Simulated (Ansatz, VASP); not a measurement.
**Two plane-wave programs on Cs**

```xyz
4
Lattice="4.9236 0.0000 0.0000 -2.4618 4.2639 0.0000 0.0000 0.0000 16.1343" Properties=species:S:1:pos:R:3 pbc="T T T"
Cs   -2.4618    4.2639    0.0000
Cs   -2.4618    4.2639    8.0672
Cs    0.0000    2.8426    4.0336
Cs    2.4618    1.4213   12.1008
```

Alike in both runs: task single point; functional LDA; k mesh 8 × 8 × 3; occupations fermi-dirac, width 0.1 eV; no spin polarisation.

|  | VASP | Ansatz |
| --- | --- | --- |
| version | VASP 6.6.1 | Ansatz 0.2.0 |
| potentials or method | VASP PAW LDA potentials, release 64 (Cs_sv), cutoff 520 eV | plane waves (420 eV) with PAW, scalar-relativistic |
| valence electrons in the cell | 36 | 36 |

```tsv
	VASP	Ansatz	Ansatz less VASP
pressure (GPa)	0.4	0.4	+0.01
```

Ansatz warns that its potentials were made for another functional, while VASP's fit it. LDA's correlation is that of Perdew and Zunger in VASP and of Perdew and Wang (1992) in Ansatz.

Spin-orbit coupling is off throughout.
